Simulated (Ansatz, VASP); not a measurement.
**One calculation of Zr2SiC, two programs**

INCAR

```
SYSTEM = Zr2SiC
ALGO     = Normal         ! electronic algorithm
EDIFF    = 1E-7           ! SCF threshold, eV
ENCUT    = 520            ! plane-wave cutoff, eV
GGA      = PE             ! functional
ISIF     = 2              ! what is computed and relaxed
ISMEAR   = 0              ! smearing method
LASPH    = .True.         ! aspherical terms in the spheres
LCHARG   = .False.        ! write CHGCAR
LREAL    = .False.        ! projectors in reciprocal space
LWAVE    = .False.        ! write WAVECAR
NBANDS   = 24             ! bands
NELM     = 80             ! most SCF steps
PREC     = Accurate       ! precision mode
SIGMA    = 0.1            ! smearing width, eV
```

KPOINTS

```
k-points
0
Gamma
  6 6 4
  0 0 0
```

File POSCAR:

```
Zr2SiC
1.0
    3.1261179000      0.0000000000      0.0000000000
    0.0000000000      3.1261179000      0.0000000000
    0.0000000000      0.0000000000      5.8215760000
Zr Si C
2 1 1
Direct
    0.0000000000      0.0000000000      0.2258049500
    0.0000000000      0.0000000000      0.7741950500
    0.5000000000      0.5000000000      0.5000000000
    0.5000000000      0.5000000000      0.0000000000
```

Input for Ansatz:

```yaml
crystal:
  lattice:
    - [3.1261179, 0.0, 0.0]
    - [0.0, 3.1261179, 0.0]
    - [0.0, 0.0, 5.821576]
  atoms:
    - { symbol: Zr, position: [0.0, 0.0, 0.22580495] }
    - { symbol: Zr, position: [0.0, 0.0, 0.77419505] }
    - { symbol: Si, position: [0.5, 0.5, 0.5] }
    - { symbol: C, position: [0.5, 0.5, 0.0] }
basis:
  ecutwfc: 420
kpoints:
  mp_grid: { grid: [6, 6, 4] }
hamiltonian:
  xc: pbe
scf:
  occupations: { method: gaussian, width: 0.1 }
  lower_state_search: "off"
output:
  forces: true
  stress: true
  eigenvalues: true
```

Alike in both runs: task single point; functional PBE; k mesh 6 × 6 × 4; occupations gaussian, width 0.1 eV; no spin polarisation.

|  | VASP | Ansatz |
| --- | --- | --- |
| version | VASP 6.6.1 | Ansatz 0.2.0 |
| potentials or method | VASP PAW PBE potentials, release 64 (Zr_sv, Si, C), cutoff 520 eV | scalar-relativistic, plane waves, PAW |
| valence electrons in the cell | 32 | 32 |

Ansatz gave:

```
gap on the k mesh at the Fermi level (eV)                     : none
pressure (GPa)                                                : 11.5
traceless stress, the component that is largest in VASP (GPa) : 10.13
rms of the force components (eV/Å)                            : 0.342
```

Task: What did VASP give for the same quantities?

Result: gap on the k mesh at the Fermi level (eV): none; pressure (GPa): 11.6; traceless stress, the component that is largest in VASP (GPa): 10.18; rms of the force components (eV/Å): 0.335.

Atom by atom the forces differ by 0.006 eV/Å (rms over components). A gap of «none» marks a metal or a gap that the smearing closes.
